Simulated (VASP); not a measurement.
# TiPt3 in VASP: notebook

The runs below take TiPt3 through electric field gradients, with PBEsol.

Program: VASP 6.6.1. These are calculated values, not measurements. Logs are shortened: lines on timing, memory, paths and dates and some standing lists are left out, and cuts for length are marked.

### 1 The cell of the first run

It takes space group P4/mmm (No. 123, tetragonal). Conventional cell: a = 3.897 Å, b = 3.897 Å, c = 3.975 Å, α = 90.00°, β = 90.00°, γ = 90.00°. Within 3.6 Å of Ti (site symmetry 4/mmm) lie 12 Pt at 2.76 to 2.78 Å. Pt (site symmetry mmm) has 8 Pt at 2.76 to 2.78 Å and 4 Ti at 2.78 Å within 3.6 Å. Within 3.6 Å of Pt (site symmetry 4/mmm) lie 4 Ti at 2.76 Å and 8 Pt at 2.78 Å.

### 2 Electric field gradients, PBEsol (zz strain of +2 %)

File INCAR:

```
SYSTEM = TiPt3
ALGO = Normal ; EDIFF = 1E-8
ENCUT = 520 ; GGA = PS
ISIF = 2 ; ISMEAR = -1
LASPH = .TRUE. ; LCHARG = .FALSE.
LEFG = .TRUE. ; LREAL = .FALSE.
LWAVE = .FALSE. ; NBANDS = 29
NELM = 100 ; PREC = Accurate
SIGMA = 0.05
```

File KPOINTS:

```
k-points
0
G
  9 9 9
  0 0 0
```

File POSCAR:

```
TiPt3
1.0
    3.8970000000      0.0000000000      0.0000000000
    0.0000000000      3.8970000000      0.0000000000
    0.0000000000      0.0000000000      3.9749400000
Ti Pt
1 3
Direct
    0.0000000000      0.0000000000      0.0000000000
    0.0000000000      0.5000000000      0.5000000000
    0.5000000000      0.0000000000      0.5000000000
    0.5000000000      0.5000000000      0.0000000000
```

Potentials or basis: VASP PAW PBE potentials, release 64 (Ti_sv, Pt).

Run with:

```
> cat potpaw_PBE.64/Ti_sv/POTCAR potpaw_PBE.64/Pt/POTCAR > POTCAR
> mpirun -np 1 vasp_std > vasp.out
```

OUTCAR:

```text
SYSTEM = TiPt3
   EDIFF = 1E-8
   ENCUT = 520
   GGA = PS
   ISIF = 2
   ISMEAR = -1
   LASPH = .TRUE.
   LREAL = .FALSE.
   NELM = 100
   PREC = Accurate

 ion  position               nearest neighbor table
   1  0.000  0.000  0.000-   4 2.76   4 2.76   4 2.76   4 2.76   3 2.78   2 2.78   3 2.78   2 2.78
                             3 2.78   2 2.78   3 2.78   2 2.78
   2  0.000  0.500  0.500-   3 2.76   3 2.76   3 2.76   3 2.76   4 2.78   1 2.78   1 2.78   1 2.78
                             4 2.78   4 2.78   4 2.78   1 2.78
   3  0.500  0.000  0.500-   2 2.76   2 2.76   2 2.76   2 2.76   4 2.78   1 2.78   4 2.78   4 2.78
                             1 2.78   4 2.78   1 2.78   1 2.78
   4  0.500  0.500  0.000-   1 2.76   1 2.76   1 2.76   1 2.76   3 2.78   2 2.78   3 2.78   3 2.78
                             3 2.78   2 2.78   2 2.78   2 2.78

  LATTYP: Found a simple tetragonal cell.
 ALAT       =     3.8970000000
 C/A-ratio  =     1.0200000000

  Lattice vectors:

 A1 = (   3.8970000000,   0.0000000000,   0.0000000000)
 A2 = (   0.0000000000,   3.8970000000,   0.0000000000)
 A3 = (   0.0000000000,   0.0000000000,   3.9749400000)

Analysis of symmetry for initial positions (statically):
=====================================================================
 Subroutine PRICEL returns:
 Original cell was already a primitive cell.

 Routine SETGRP: Setting up the symmetry group for a
 simple tetragonal supercell.

 Subroutine GETGRP returns: Found 16 space group operations
 (whereof 16 operations were pure point group operations)
 out of a pool of 16 trial point group operations.

The static configuration has the point symmetry D_4h.

Analysis of symmetry for dynamics (positions and initial velocities):
=====================================================================
 Subroutine PRICEL returns:
 Original cell was already a primitive cell.

 Routine SETGRP: Setting up the symmetry group for a
 simple tetragonal supercell.

 Subroutine GETGRP returns: Found 16 space group operations
 (whereof 16 operations were pure point group operations)
 out of a pool of 16 trial point group operations.

The dynamic configuration has the point symmetry D_4h.
[... 146 lines left out ...]
  ---------------------------------------------------
  free energy    TOTEN  =       -32.73986059 eV

  energy without entropy =      -32.72828555  energy(sigma->0) =      -32.73407307

 E-fermi :  11.3529     XC(G=0): -13.3086

 val. band max:       11.3254484815   @ k =   0.4444   0.1111   0.1111
 cond. band min:      11.3755590702   @ k =   0.4444   0.1111   0.0000
 fundamental gap:      0.0501105887
 Fermi energy:        11.3529452953

 k-point     1 :       0.0000    0.0000    0.0000
  band No.  band energies     occupation
      1     -46.6185      2.00000
      2     -22.9357      2.00000
      3     -22.9306      2.00000
      4     -22.9306      2.00000
      5       1.2577      2.00000
      6       4.1081      2.00000
[... 757 lines left out ...]
     28      17.6881      0.00000
     29      18.2010      0.00000

 [... further k-points ...]

------------------------ aborting loop because EDIFF is reached ----------------------------------------

  FORCE on cell =-STRESS in cart. coord.  units (eV):
  Direction    XX          YY          ZZ          XY          YZ          ZX
  --------------------------------------------------------------------------------------
  -------------------------------------------------------------------------------------
  Total       -1.3444897     -1.3444897     -2.6775445      0.0000000      0.0000000      0.0000000
  in kB      -35.6842583    -35.6842583    -71.0650214      0.0000000      0.0000000      0.0000000
  external PRESSURE =     -47.4778460 kB  Pullay stress =       0.0000000 kB

 VOLUME and BASIS-vectors are now :
 -----------------------------------------------------------------------------
  energy-cutoff  :      520.00
  volume of cell :       60.37
      direct lattice vectors                 reciprocal lattice vectors
     3.897000000  0.000000000  0.000000000     0.256607647  0.000000000  0.000000000
     0.000000000  3.897000000  0.000000000     0.000000000  0.256607647  0.000000000
     0.000000000  0.000000000  3.974940000     0.000000000  0.000000000  0.251576124

 POSITION                                       TOTAL-FORCE (eV/Angst)
 -----------------------------------------------------------------------------------
      0.00000      0.00000      0.00000         0.000000      0.000000      0.000000
      0.00000      1.94850      1.98747         0.000000      0.000000      0.000000
      1.94850      0.00000      1.98747         0.000000      0.000000      0.000000
      1.94850      1.94850      0.00000         0.000000      0.000000      0.000000
 -----------------------------------------------------------------------------------
    total drift:                                0.000000      0.000000     -0.000000

  FREE ENERGIE OF THE ION-ELECTRON SYSTEM (eV)
  ---------------------------------------------------
  free  energy   TOTEN  =       -32.7398605946 eV

  energy  without entropy=      -32.7282855492  energy(sigma->0) =      -32.73407307

 Electric field gradients (V/A^2)
---------------------------------------------------------------------
 ion       V_xx      V_yy      V_zz      V_xy      V_xz      V_yz
---------------------------------------------------------------------
   1      -0.632    -0.632     1.265     0.000     0.000    -0.000
   2     -66.590    22.408    44.182     0.000     0.000    -0.000
   3      22.408   -66.590    44.182    -0.000     0.000    -0.000
   4      32.377    32.377   -64.753     0.000    -0.000     0.000
---------------------------------------------------------------------

 Electric field gradients after diagonalization (V/A^2)
 (convention: |V_zz| > |V_xx| > |V_yy|)
----------------------------------------------------------------------
 ion       V_xx      V_yy      V_zz     asymmetry (V_yy - V_xx)/ V_zz
----------------------------------------------------------------------
   1      -0.632    -0.632     1.265       0.000
   2      44.182    22.408   -66.590       0.327
   3      44.182    22.408   -66.590       0.327
   4      32.377    32.377   -64.753       0.000
----------------------------------------------------------------------

           NMR quadrupolar parameters

 Cq : quadrupolar parameter    Cq=e*Q*V_zz/h
 eta: asymmetry parameters     (V_yy - V_xx)/ V_zz
 Q  : nuclear electric quadrupole moment in mb (millibarn)
----------------------------------------------------------------------
 ion       Cq(MHz)       eta       Q (mb)
----------------------------------------------------------------------
   1       0.003       0.000       1.000
   2      -0.161       0.327       1.000
   3      -0.161       0.327       1.000
   4      -0.157       0.000       1.000
----------------------------------------------------------------------
```

stdout:

```text
POSCAR found type information on POSCAR TiPt
 POSCAR found :  2 types and       4 ions
 scaLAPACK will be used
 -----------------------------------------------------------------------------
|                                                                             |
|                                                                             |
|     You enforced a specific xc type in the INCAR file but a different       |
|     I HOPE YOU KNOW WHAT YOU ARE DOING!                                     |
|                                                                             |
 -----------------------------------------------------------------------------

 LDA part: xc-table for (Slater+PW92), standard interpolation
 POSCAR, INCAR and KPOINTS ok, starting setup
 FFT: planning ... GRIDC
 FFT: planning ... GRID_SOFT
 FFT: planning ... GRID
 WAVECAR not read
 entering main loop
ion   1

ion   2

ion   3

ion   4
```

It took 2.8 min on 1 thread of Intel Xeon Platinum 8259CL at 2.50GHz (Skylake/Cascade Lake), shared host; peak memory 0.25 GiB.

What came out:

| Property | Result |
| --- | --- |
| Free energy | -32.7399 eV |
| Pressure | -4.7 GPa |
| Band gap on the k mesh | zero (bands 21 and 22 overlap by 1.45 eV) |
| Largest electric field gradient by atom | Ti +1.3; Pt -66.6, -64.8 (each value once) V/Å² |

Levels at points of the mesh, in eV from the Fermi level:
```tsv
k point	band 18	band 19	band 20	band 21	band 22	band 23	band 24	band 25
(0.00, 0.00, 0.00)	-0.04	-0.04	0.14	1.29	1.33	1.38	1.67	1.67
```

Electric field gradients, principal values (V/Å²):
| atom | least | middle | greatest (by size) |
| --- | --- | --- | --- |
| 1 Ti | -0.632 | -0.632 | 1.265 |
| 2 Pt | 22.408 | 44.182 | -66.590 |
| 3 Pt | 22.408 | 44.182 | -66.590 |
| 4 Pt | 32.377 | 32.377 | -64.753 |

Caveat: the cell differs from its parent crystal (zz strain of +2 %); the cell stands under tension; without QUAD_EFG the Cq values of the log hold for a quadrupole moment of 1 mb, not for the nuclei; the PAW data sets were made with another functional, which shifts forces and pressure a little; spin-orbit coupling is left out, which moves the levels of the heavy elements.

### 3 Electric field gradients, PBEsol (zz strain of +2 %)

File INCAR:

```
  PREC = Accurate
  ENCUT = 520
  EDIFF = 1E-8
  ISMEAR = -1
  SIGMA = 0.05
  LREAL = F
  LASPH = T
  NELM = 100
  ALGO = Normal
  ISIF = 2
  LWAVE = F
  LCHARG = F
  GGA = PS
  LEFG = T
  NBANDS = 29
```

File KPOINTS:

```
Automatic mesh
0
Gamma
  9 9 9
```

POSCAR is that of step 2.

Potentials or basis: VASP PAW PBE potentials, release 64 (Ti_sv, Pt).

Run with:

```
> cat potpaw_PBE.64/Ti_sv/POTCAR potpaw_PBE.64/Pt/POTCAR > POTCAR
> mpirun -np 1 vasp_std > vasp.out
```

OUTCAR:

```text
PREC = Accurate
   ENCUT = 520
   EDIFF = 1E-8
   ISMEAR = -1
   LREAL = F
   LASPH = T
   NELM = 100
   ISIF = 2
   GGA = PS

 ion  position               nearest neighbor table
   1  0.000  0.000  0.000-   4 2.76   4 2.76   4 2.76   4 2.76   3 2.78   2 2.78   3 2.78   2 2.78
                             3 2.78   2 2.78   3 2.78   2 2.78
   2  0.000  0.500  0.500-   3 2.76   3 2.76   3 2.76   3 2.76   4 2.78   1 2.78   1 2.78   1 2.78
                             4 2.78   4 2.78   4 2.78   1 2.78
   3  0.500  0.000  0.500-   2 2.76   2 2.76   2 2.76   2 2.76   4 2.78   1 2.78   4 2.78   4 2.78
                             1 2.78   4 2.78   1 2.78   1 2.78
[... 1006 lines left out ...]
   1      -0.632    -0.632     1.265     0.000     0.000    -0.000
   2     -66.590    22.408    44.182     0.000     0.000    -0.000
   3      22.408   -66.590    44.182    -0.000     0.000    -0.000
   4      32.377    32.377   -64.753     0.000    -0.000     0.000
---------------------------------------------------------------------

 Electric field gradients after diagonalization (V/A^2)
 (convention: |V_zz| > |V_xx| > |V_yy|)
----------------------------------------------------------------------
 ion       V_xx      V_yy      V_zz     asymmetry (V_yy - V_xx)/ V_zz
----------------------------------------------------------------------
   1      -0.632    -0.632     1.265       0.000
   2      44.182    22.408   -66.590       0.327
   3      44.182    22.408   -66.590       0.327
   4      32.377    32.377   -64.753       0.000
----------------------------------------------------------------------

           NMR quadrupolar parameters

 Cq : quadrupolar parameter    Cq=e*Q*V_zz/h
 eta: asymmetry parameters     (V_yy - V_xx)/ V_zz
 Q  : nuclear electric quadrupole moment in mb (millibarn)
----------------------------------------------------------------------
 ion       Cq(MHz)       eta       Q (mb)
----------------------------------------------------------------------
   1       0.003       0.000       1.000
   2      -0.161       0.327       1.000
   3      -0.161       0.327       1.000
   4      -0.157       0.000       1.000
----------------------------------------------------------------------
```

OSZICAR:

```text
N       E                     dE             d eps       ncg     rms          rms(c)
DAV:   1     0.371082918905E+03    0.37108E+03   -0.20814E+04  4350   0.156E+03
DAV:   2    -0.896588655885E+01   -0.38005E+03   -0.36060E+03  4570   0.403E+02
DAV:   3    -0.353224205137E+02   -0.26357E+02   -0.25162E+02  5495   0.101E+02
DAV:   4    -0.362361192084E+02   -0.91370E+00   -0.90943E+00  5359   0.172E+01
DAV:   5    -0.362600231935E+02   -0.23904E-01   -0.23901E-01  5259   0.286E+00    0.223E+01
DAV:   6    -0.340144676166E+02    0.22456E+01   -0.10790E+01  4667   0.293E+01    0.134E+01
DAV:   7    -0.338255741621E+02    0.18889E+00   -0.20622E+01  5516   0.292E+01    0.103E+01
DAV:   8    -0.328660874366E+02    0.95949E+00   -0.10100E+00  4685   0.976E+00    0.429E+00
DAV:   9    -0.328397415598E+02    0.26346E-01   -0.14340E+00  6154   0.700E+00    0.319E+00
DAV:  10    -0.327426912582E+02    0.97050E-01   -0.31695E-01  5011   0.400E+00    0.632E-01
DAV:  11    -0.327403792373E+02    0.23120E-02   -0.84643E-03  5430   0.615E-01    0.288E-01
DAV:  12    -0.327406570993E+02   -0.27786E-03   -0.64710E-04  4775   0.246E-01    0.271E-01
DAV:  13    -0.327398562701E+02    0.80083E-03   -0.26868E-03  5438   0.351E-01    0.147E-02
DAV:  14    -0.327398604022E+02   -0.41322E-05   -0.44826E-05  4812   0.479E-02    0.913E-03
DAV:  15    -0.327398609865E+02   -0.58423E-06   -0.62016E-06  5692   0.168E-02    0.890E-03
DAV:  16    -0.327398605555E+02    0.43098E-06   -0.21632E-06  4895   0.115E-02    0.157E-03
DAV:  17    -0.327398605973E+02   -0.41811E-07   -0.14317E-07  5587   0.235E-03    0.281E-04
DAV:  18    -0.327398605946E+02    0.26944E-08   -0.41789E-09  2520   0.496E-04
   1 F= -.32739861E+02 E0= -.32734073E+02  d E =-.115750E-01
```

Run time: 2.8 min. Hardware: 1 thread of Intel Xeon Platinum 8259CL at 2.50GHz (Skylake/Cascade Lake), shared host; peak memory 0.25 GiB.

What came out:

```yaml
Free_energy: -32.7399 eV
Pressure: -4.7 GPa
Band_gap_on_the_k_mesh: zero (bands 21 and 22 overlap by 1.45 eV)
Largest_electric_field_gradient_by_atom: Ti +1.3; Pt -66.6, -64.8 (each value once) V/Å²
```

Electric field gradients, principal values (V/Å²):
```tsv
atom	least	middle	greatest (by size)
1 Ti	-0.632	-0.632	1.265
2 Pt	22.408	44.182	-66.590
3 Pt	22.408	44.182	-66.590
4 Pt	32.377	32.377	-64.753
```

Caveat: the cell differs from its parent crystal (zz strain of +2 %); the cell stands under tension; without QUAD_EFG the Cq values of the log hold for a quadrupole moment of 1 mb, not for the nuclei; the PAW data sets were made with another functional, which shifts forces and pressure a little; spin-orbit coupling is left out, which moves the levels of the heavy elements.

(Continued in part 2 of 2.)
